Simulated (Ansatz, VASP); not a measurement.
**One calculation of HfB, two programs**

The input INCAR:

```
ALGO     = Normal         # electronic algorithm
EDIFF    = 1E-8           # SCF threshold, eV
ENCUT    = 520            # plane-wave cutoff, eV
GGA      = CA             # functional
ISIF     = 2              # what is computed and relaxed
ISMEAR   = -1             # smearing method
LASPH    = True           # aspherical terms in the spheres
LCHARG   = False          # write CHGCAR
LEFG     = True         
LREAL    = False          # projectors in reciprocal space
LWAVE    = False          # write WAVECAR
NBANDS   = 14             # bands
NELM     = 60             # most SCF steps
PREC     = Accurate       # precision mode
SIGMA    = 0.05           # smearing width, eV
```

File KPOINTS:

```
k-points
0
Gamma
  15 15 15
```

The input POSCAR:

```
HfB
1.0
    0.0000000000      2.2787799567      2.2787799567
    2.2787799567      0.0000000000      2.2787799567
    2.2787799567      2.2787799567      0.0000000000
Hf B
1 1
Direct
    0.5000000000      0.5000000000      0.5000000000
    0.0000000000      0.0000000000      0.0000000000
```

Input for Ansatz:

```yaml
crystal:
  lattice:
    - [0.0, 2.2787799567, 2.2787799567]
    - [2.2787799567, 0.0, 2.2787799567]
    - [2.2787799567, 2.2787799567, 0.0]
  atoms:
    - { symbol: Hf, position: [0.5, 0.5, 0.5] }
    - { symbol: B, position: [0.0, 0.0, 0.0] }
kpoints:
  mp_grid: { grid: [15, 15, 15] }
scf:
  occupations: { method: fermi_dirac, width: 0.05 }
hamiltonian:
  xc: lda
  pseudopotentials: { kind: paw }
output:
  forces: true
  stress: true
  eigenvalues: true
  efg: { contact_densities: true }
```

Change from the starting cell: functional lda, volume scaled by 0.96, PAW files.

Alike in both runs: task electric field gradients; functional LDA; k mesh 15 × 15 × 15; occupations fermi-dirac, width 0.05 eV; no spin polarisation.

|  | VASP | Ansatz |
| --- | --- | --- |
| version | VASP 6.6.1 | Ansatz 0.2.0 |
| potentials or method | VASP PAW LDA potentials, release 64 (Hf_pv, B) | PAW with Ansatz's default frozen-core files, scalar-relativistic |
| plane-wave cutoff (eV) | 520 | 420 |
| valence electrons in the cell | 13 | 29 |

```csv
,VASP,Ansatz,Ansatz less VASP
pressure (GPa),31.7,29.4,-2.27
```

LDA's correlation is that of Perdew and Zunger in VASP and of Perdew and Wang (1992) in Ansatz. Both programs put the cell under a high pressure, so it lies far from rest at this level. VASP's potentials hold 13 valence electrons a cell and Ansatz's 29, so a difference there can come from the potentials and not from the codes.

Spin-orbit coupling is off throughout.
